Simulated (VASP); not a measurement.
# Te (P6/mmm) in VASP: further runs

The runs below take Te through single point, with RPBE.

All numbers are computed with VASP 6.6.1; they aren't measurements. Logs are shortened: lines on timing, memory, paths and dates and some standing lists are left out, and cuts for length are marked.

### 1 The cell of the first run

The structure is hexagonal, space group P6/mmm (No. 191). Conventional cell: a = 5.605 Å, b = 5.605 Å, c = 3.291 Å, α = 90.00°, β = 90.00°, γ = 120.00°. Te (site symmetry 6/mmm) has 14 Te at 3.29 to 3.63 Å within 4.3 Å. Te (site symmetry -6m2) has 11 Te at 3.24 to 3.63 Å within 4.3 Å.

### 2 Single point, RPBE

INCAR

```
PREC     = Accurate       # precision mode
ENCUT    = 520            # plane-wave cutoff, eV
EDIFF    = 1E-6           # SCF threshold, eV
ISMEAR   = -1             # smearing method
SIGMA    = 0.1            # smearing width, eV
LREAL    = F              # projectors in reciprocal space
LASPH    = T              # aspherical terms in the spheres
NELM     = 100            # most SCF steps
ALGO     = Normal         # electronic algorithm
ISIF     = 2              # what is computed and relaxed
LWAVE    = F              # write WAVECAR
LCHARG   = F              # write CHGCAR
GGA      = RP             # functional
NBANDS   = 16             # bands
```

KPOINTS

```
Automatic mesh
0
Gamma
  7 7 9
```

POSCAR

```
Te
1.0
    5.6054350768      0.0000000000      0.0000000000
   -2.8027175384      4.8544491757      0.0000000000
    0.0000000000      0.0000000000      3.2909417825
Te
3
Direct
    0.0000000000      0.0000000000      0.0000000000
    0.3333333333      0.6666666667      0.5000000000
    0.6666666667      0.3333333333      0.5000000000
```

Potentials or basis: VASP PAW PBE potentials, release 64 (Te).

On the command line:

```bash
$ cat potpaw_PBE.64/Te/POTCAR > POTCAR
$ mpirun -np 1 vasp_std > vasp.out
```

OUTCAR:

```text
PREC = Accurate
   ENCUT = 520
   EDIFF = 1E-6
   ISMEAR = -1
   LREAL = F
   LASPH = T
   NELM = 100
   ISIF = 2
   GGA = RP

 ion  position               nearest neighbor table
   1  0.000  0.000  0.000-   2 3.63   3 3.63   2 3.63   3 3.63   2 3.63   2 3.63   3 3.63   3 3.63
                             3 3.63   3 3.63   2 3.63   2 3.63
   2  0.333  0.667  0.500-   3 3.24   3 3.24   3 3.24   1 3.63   1 3.63   1 3.63   1 3.63   1 3.63
                             1 3.63
   3  0.667  0.333  0.500-   2 3.24   2 3.24   2 3.24   1 3.63   1 3.63   1 3.63   1 3.63   1 3.63
                             1 3.63

  LATTYP: Found a hexagonal cell.
 ALAT       =     5.6054350768
 C/A-ratio  =     0.5870983675

  Lattice vectors:

 A1 = (   5.6054350768,   0.0000000000,   0.0000000000)
 A2 = (  -2.8027175384,   4.8544491757,   0.0000000000)
 A3 = (   0.0000000000,   0.0000000000,   3.2909417825)

Analysis of symmetry for initial positions (statically):
=====================================================================
 Subroutine PRICEL returns:
 Original cell was already a primitive cell.

 Routine SETGRP: Setting up the symmetry group for a
 hexagonal supercell.

 Subroutine GETGRP returns: Found 24 space group operations
 (whereof 24 operations were pure point group operations)
 out of a pool of 24 trial point group operations.

The static configuration has the point symmetry D_6h.

Analysis of symmetry for dynamics (positions and initial velocities):
=====================================================================
 Subroutine PRICEL returns:
 Original cell was already a primitive cell.

 Routine SETGRP: Setting up the symmetry group for a
 hexagonal supercell.

 Subroutine GETGRP returns: Found 24 space group operations
 (whereof 24 operations were pure point group operations)
 out of a pool of 24 trial point group operations.

The dynamic configuration has the point symmetry D_6h.

 Subroutine INISYM returns: Found 24 space group operations
 (whereof 24 operations are pure point group operations),
 and found     1 'primitive' translations

----------------------------------------------------------------------------------------

                                     Primitive cell

  volume of cell :      89.5508

  direct lattice vectors                    reciprocal lattice vectors
     5.605435077  0.000000000  0.000000000     0.178398284  0.102998297  0.000000000
    -2.802717538  4.854449176  0.000000000     0.000000000  0.205996595  0.000000000
     0.000000000  0.000000000  3.290941783     0.000000000  0.000000000  0.303864385

  length of vectors
     5.605435077  5.605435077  3.290941783     0.205996595  0.205996595  0.303864385

  position of ions in fractional coordinates (direct lattice)
     0.000000000  0.000000000  0.000000000
     0.333333333  0.666666667  0.500000000
     0.666666667  0.333333333  0.500000000

  ion indices of the primitive-cell ions
   primitive index   ion index
                 1           1
                 2           2
                 3           3

----------------------------------------------------------------------------------------

 KPOINTS: Automatic mesh

Automatic generation of k-mesh.
 Grid dimensions read from file:
 generate k-points for:    7    7    9

 Generating k-lattice:

  Cartesian coordinates                     Fractional coordinates (reciprocal lattice)
     0.025485469  0.014714042  0.000000000     0.142857143 -0.000000000  0.000000000
     0.000000000  0.029428085  0.000000000     0.000000000  0.142857143  0.000000000
     0.000000000  0.000000000  0.033762709     0.000000000  0.000000000  0.111111111

  Length of vectors
     0.029428085  0.029428085  0.033762709

  Shift w.r.t. Gamma in fractional coordinates (k-lattice)
     0.000000000  0.000000000  0.000000000

 Subroutine IBZKPT returns following result:
 ===========================================

 Found     40 irreducible k-points:

 Following reciprocal coordinates:
            Coordinates               Weight
  0.000000  0.000000  0.000000      1.000000
  0.142857  0.000000  0.000000      6.000000
  0.285714  0.000000  0.000000      6.000000
  0.428571  0.000000  0.000000      6.000000
  0.142857  0.142857  0.000000      6.000000
  0.285714  0.142857  0.000000     12.000000
[... 16 lines left out ...]
  0.428571  0.142857  0.222222     12.000000
  0.285714  0.285714  0.222222     12.000000
 [... further k-points ...]
   k-points           NKPTS =     40   k-points in BZ     NKDIM =     40   number of bands    NBANDS=     16
   number of dos      NEDOS =    301   number of ions     NIONS =      3
   total plane-waves  NPLWV =  42336
   dimension x,y,z NGX =    42 NGY =   42 NGZ =   24
   dimension x,y,z NGXF=    84 NGYF=   84 NGZF=   48
   ions per type =               3
   NGX,Y,Z   is equivalent  to a cutoff of  12.46, 12.46, 12.12 a.u.
   NGXF,Y,Z  is equivalent  to a cutoff of  24.91, 24.91, 24.25 a.u.
 SYSTEM =  unknown system
   PREC   = accura    normal or accurate (medium, high low for compatibility)
   ISTART =      0    job   : 0-new  1-cont  2-samecut
   ICHARG =      2    charge: 1-file 2-atom 10-const
   ISPIN  =      1    spin polarized calculation?
   LNONCOLLINEAR =      F non collinear calculations
   LSORBIT =      F    spin-orbit coupling
   LASPH  =      T    aspherical Exc in radial PAW
   ENCUT  =  520.0 eV  38.22 Ry    6.18 a.u.  10.42 10.42  6.12*2*pi/ulx,y,z
   NELM   =    100;   NELMIN=  2; NELMDL= -5     # of ELM steps
   EDIFF  = 0.1E-05   stopping-criterion for ELM
   LREAL  =      F    real-space projection
   EDIFFG = 0.1E-04   stopping-criterion for IOM
   NSW    =      0    number of steps for IOM
   IBRION =     -1    ionic relax: 0-MD 1-quasi-New 2-CG
   NFREE  =      0    steps in history (QN), initial steepest desc. (CG)
   ISIF   =      2    stress and relaxation
   ISYM   =      2    0-nonsym 1-usesym 2-fastsym
   POTIM  = 0.5000    time-step for ionic-motion
   TEBEG  =    0.0;   TEEND  =   0.0 temperature during run
   PSTRESS=    0.0 pullay stress
   NELECT =      18.0000    total number of electrons
   NUPDOWN=      -1.0000    fix difference up-down
   EMIN   =  10.00;   EMAX   =-10.00  energy-range for DOS
   EFERMI =   0.00;   METHOD = LEGACY
   ISMEAR =    -1;   SIGMA  =   0.10  broadening in eV -4-tet -1-fermi 0-gaus
   EFERMI_NEDOS =   21; number of points for ismear=-14 and -15
   IALGO  =     38    algorithm
   IMIX   =      4    mixing-type and parameters
     AMIX     =   0.40;   BMIX     =  1.00
     AMIX_MAG =   1.60;   BMIX_MAG =  1.00
  volume/ion in A,a.u.               =      29.85       201.44
  Fermi-wavevector in a.u.,A,eV,Ry     =   0.958979  1.812208 12.512476  0.919641
  Thomas-Fermi vector in A             =   2.088135
   LORBIT       =      0    0 simple, 1 ext, 2 COOP (PROOUT), +10 PAW based schemes
   GGA     = RP    functional components
   LHFCALC =     F    Hartree Fock is set to
   AEXX    =    0.0000 exact exchange contribution
   IVDW    =     0    specifies the selected vdW correction
   LEPSILON=     F    determine dielectric tensor
   LRPA    =     F    only Hartree local field effects (RPA)
 non-spin polarized calculation
  energy-cutoff  :      520.00
  volume of cell :       89.55
 maximum number of plane-waves:      2448
 NGX is ok and might be reduce to    42
   NGX = 21   NGY = 21   NGZ = 13

 number of electron      18.0000000 magnetization

 Free energy of the ion-electron system (eV)
  ---------------------------------------------------
  ext. energy  EPLUGINS =         0.00000000
  ---------------------------------------------------
  free energy    TOTEN  =        -7.25159759 eV

  energy without entropy =       -7.16614868  energy(sigma->0) =       -7.20887313

 E-fermi :   7.3532     XC(G=0):  -9.7978

 val. band max:        7.3230157074   @ k =   0.0000   0.0000   0.4444
 cond. band min:       7.3603096066   @ k =   0.2857   0.0000   0.1111
 fundamental gap:      0.0372938992
 Fermi energy:         7.3531862507

 k-point     1 :       0.0000    0.0000    0.0000
  band No.  band energies     occupation
      1      -6.2551      2.00000
      2      -3.1045      2.00000
      3      -3.1016      2.00000
      4       2.9499      2.00000
      5       2.9499      2.00000
      6       3.3953      2.00000
[... 8 lines left out ...]
     15      16.9853      0.00000
     16      16.9854      0.00000

 k-point     2 :       0.1429    0.0000    0.0000
  band No.  band energies     occupation
      1      -6.1434      2.00000
      2      -3.2987      2.00000
      3      -3.2174      2.00000
      4       2.4012      2.00000
      5       2.7168      2.00000
      6       4.1625      2.00000
[... 8 lines left out ...]
     15      16.3611      0.00000
     16      16.6230      0.00000

 k-point     3 :       0.2857    0.0000    0.0000
  band No.  band energies     occupation
      1      -5.8147      2.00000
      2      -3.8610      2.00000
      3      -3.4142      2.00000
      4       1.9105      2.00000
      5       3.1503      2.00000
      6       5.2942      2.00000
[... 8 lines left out ...]
     15      15.5553      0.00000
     16      15.9358      0.00000

 k-point     4 :       0.4286    0.0000    0.0000
  band No.  band energies     occupation
      1      -5.2993      2.00000
      2      -4.5712      2.00000
      3      -3.5429      2.00000
      4       1.6594      2.00000
      5       4.2086      2.00000
      6       5.7386      2.00000
[... 8 lines left out ...]
     15      14.6291      0.00000
     16      15.2225      0.00000

 k-point     5 :       0.1429    0.1429    0.0000
  band No.  band energies     occupation
      1      -5.9230      2.00000
      2      -3.5818      2.00000
      3      -3.4794      2.00000
      4       2.3644      2.00000
      5       2.5438      2.00000
      6       5.2844      2.00000
[... 8 lines left out ...]
     15      15.4533      0.00000
     16      15.6341      0.00000

 k-point     6 :       0.2857    0.1429    0.0000
  band No.  band energies     occupation
      1      -5.4978      2.00000
      2      -4.1729      2.00000
      3      -3.7135      2.00000
      4       2.1377      2.00000
      5       3.2339      2.00000
      6       6.1406      1.99999
[... 8 lines left out ...]
     15      14.5304      0.00000
     16      15.1043      0.00000
[... 267 lines left out ...]
 k-point    21 :       0.1429    0.1429    0.2222
  band No.  band energies     occupation
      1      -5.3584      2.00000
      2      -3.0805      2.00000
      3      -3.0735      2.00000
      4       2.8093      2.00000
      5       3.1481      2.00000
      6       4.6468      2.00000
[... 8 lines left out ...]
     15      15.3107      0.00000
     16      15.7348      0.00000

 k-point    22 :       0.2857    0.1429    0.2222
  band No.  band energies     occupation
      1      -4.9480      2.00000
      2      -3.6640      2.00000
      3      -3.2496      2.00000
      4       2.6455      2.00000
      5       3.6191      2.00000
      6       5.0903      2.00000
[... 8 lines left out ...]
     15      14.8677      0.00000
     16      15.3979      0.00000

 k-point    23 :       0.4286    0.1429    0.2222
  band No.  band energies     occupation
      1      -4.4931      2.00000
      2      -4.2035      2.00000
      3      -3.3165      2.00000
      4       2.5606      2.00000
      5       4.3860      2.00000
      6       4.7056      2.00000
[... 8 lines left out ...]
     15      14.7921      0.00000
     16      15.0462      0.00000

 k-point    24 :       0.2857    0.2857    0.2222
  band No.  band energies     occupation
      1      -4.4812      2.00000
      2      -3.9406      2.00000
      3      -3.6695      2.00000
      4       3.1546      2.00000
      5       3.8416      2.00000
      6       4.7499      2.00000
[... 8 lines left out ...]
     15      14.1313      0.00000
     16      14.3577      0.00000

 [... further k-points ...]
[... 5 lines left out ...]
  --------------------------------------------------------------------------------------
  -------------------------------------------------------------------------------------
  Total       -0.0799965     -0.0799965     -0.0763447     -0.0000000      0.0000000     -0.0000000
  in kB       -1.4312382     -1.4312382     -1.3659033     -0.0000000      0.0000000     -0.0000000
  external PRESSURE =      -1.4094599 kB  Pullay stress =       0.0000000 kB

 VOLUME and BASIS-vectors are now :
 -----------------------------------------------------------------------------
  energy-cutoff  :      520.00
  volume of cell :       89.55
      direct lattice vectors                 reciprocal lattice vectors
     5.605435077  0.000000000  0.000000000     0.178398284  0.102998297  0.000000000
    -2.802717538  4.854449176  0.000000000     0.000000000  0.205996595  0.000000000
     0.000000000  0.000000000  3.290941783     0.000000000  0.000000000  0.303864385

 POSITION                                       TOTAL-FORCE (eV/Angst)
 -----------------------------------------------------------------------------------
      0.00000      0.00000      0.00000        -0.000000      0.000000      0.000000
     -0.00000      3.23630      1.64547         0.000000      0.000000      0.000000
      2.80272      1.61815      1.64547         0.000000      0.000000      0.000000
 -----------------------------------------------------------------------------------
    total drift:                               -0.000000      0.000000     -0.000000

  FREE ENERGIE OF THE ION-ELECTRON SYSTEM (eV)
  ---------------------------------------------------
  free  energy   TOTEN  =        -7.2515975856 eV

  energy  without entropy=       -7.1661486824  energy(sigma->0) =       -7.20887313
```

It took 49 s on 1 thread of Intel Xeon 6975P-C, shared host; peak memory 0.21 GiB.

What came out:

```yaml
Free_energy: -7.2516 eV
Pressure: -0.1 GPa
Band_gap_on_the_k_mesh: zero (band 9 reaches 9.90 eV, above the bottom of band 10 at 5.53 eV)
```

Caveat: the PAW data sets were made with another functional, which shifts forces and pressure a little; spin-orbit coupling is left out, which moves the levels of the heavy elements.

### 3 Single point, RPBE (volume scaled by 0.88)

INCAR

```
ALGO = Normal
EDIFF = 1E-6
ENCUT = 520
GGA = RP
ISIF = 2
ISMEAR = -1
LASPH = T
LCHARG = T
LELF = T
LREAL = F
LVHAR = T
LWAVE = F
NBANDS = 16
NELM = 60
PREC = Accurate
SIGMA = 0.1
```

KPOINTS

```
k-points
0
Gamma
  8 8 11
```

POSCAR

```
Te
1.0
    5.3715985869      0.0000000000      0.0000000000
   -2.6857992934      4.6519408352      0.0000000000
    0.0000000000      0.0000000000      3.1536567610
Te
3
Direct
    0.0000000000      0.0000000000      0.0000000000
    0.3333333333      0.6666666667      0.5000000000
    0.6666666667      0.3333333333      0.5000000000
```

Potentials or basis: VASP PAW PBE potentials, release 64 (Te).

On the command line:

```bash
$ cat potpaw_PBE.64/Te/POTCAR > POTCAR
$ mpirun -np 1 vasp_std > vasp.out
```

It took 65 s on 1 thread of Intel Xeon 6975P-C, shared host; peak memory 0.22 GiB.

It converged, with:

```yaml
Free_energy: -7.0273 eV
Pressure: 7.8 GPa
Band_gap_on_the_k_mesh: zero (band 9 reaches 12.37 eV, above the bottom of band 10 at 6.66 eV)
```

Stress tensor (GPa, compression positive):
```
8.57 0.00 0.00
0.00 8.57 0.00
0.00 0.00 6.23
```

Levels at points of the mesh, in eV from the Fermi level:
```csv
k point,band 7,band 8,band 9,band 10,band 11,band 12
"(0.00, 0.00, 0.00)",-4.76,0.38,3.15,3.15,3.68,3.89
"(0.50, 0.00, 0.00)",-0.45,-0.13,0.37,1.76,1.93,3.26
```

Caveat: the PAW data sets were made with another functional, which shifts forces and pressure a little; spin-orbit coupling is left out, which moves the levels of the heavy elements.

### 4 Single point, RPBE (volume scaled by 0.92)

INCAR

```
PREC     = Accurate       # precision mode
ENCUT    = 520            # plane-wave cutoff, eV
EDIFF    = 1E-6           # SCF threshold, eV
ISMEAR   = -1             # smearing method
SIGMA    = 0.1            # smearing width, eV
LREAL    = F              # projectors in reciprocal space
LASPH    = T              # aspherical terms in the spheres
NELM     = 80             # most SCF steps
ALGO     = Normal         # electronic algorithm
ISIF     = 2              # what is computed and relaxed
LWAVE    = F              # write WAVECAR
LCHARG   = F              # write CHGCAR
GGA      = RP             # functional
NBANDS   = 16             # bands
```

KPOINTS

```
Automatic mesh
0
Gamma
  8 8 11
```

POSCAR

```
Te
1.0
    5.4517835218      0.0000000000      0.0000000000
   -2.7258917609      4.7213830258      0.0000000000
    0.0000000000      0.0000000000      3.2007332054
Te
3
Direct
    0.0000000000      0.0000000000      0.0000000000
    0.3333333333      0.6666666667      0.5000000000
    0.6666666667      0.3333333333      0.5000000000
```

On the command line:

```bash
$ cat potpaw_PBE.64/Te/POTCAR > POTCAR
$ mpirun -np 1 vasp_std > vasp.out
```

Wall time 79 s (1 thread of Intel Xeon 6975P-C, shared host); peak memory 0.23 GiB.

The run converged. Its results:

```
Free energy            : -7.1625 eV
Pressure               : 4.4 GPa
Band gap on the k mesh : zero (band 9 reaches 11.47 eV, above the bottom of band 10 at 6.09 eV)
```

Stress tensor (GPa, compression positive):
```
5.15 0.00 0.00
0.00 5.15 0.00
0.00 0.00 2.98
```

Levels at points of the mesh, in eV from the Fermi level:
```tsv
k point	band 6	band 7	band 8	band 9	band 10	band 11	band 12	band 13
(0.00, 0.00, 0.00)	-4.48	-4.48	0.37	2.92	2.92	3.40	3.61	5.09
(0.50, 0.00, 0.00)	-2.39	-0.40	-0.08	0.34	1.66	1.83	3.03	5.41
```

Caveat: the PAW data sets were made with another functional, which shifts forces and pressure a little; spin-orbit coupling is left out, which moves the levels of the heavy elements.

(Part 1 of 2 ends here.)
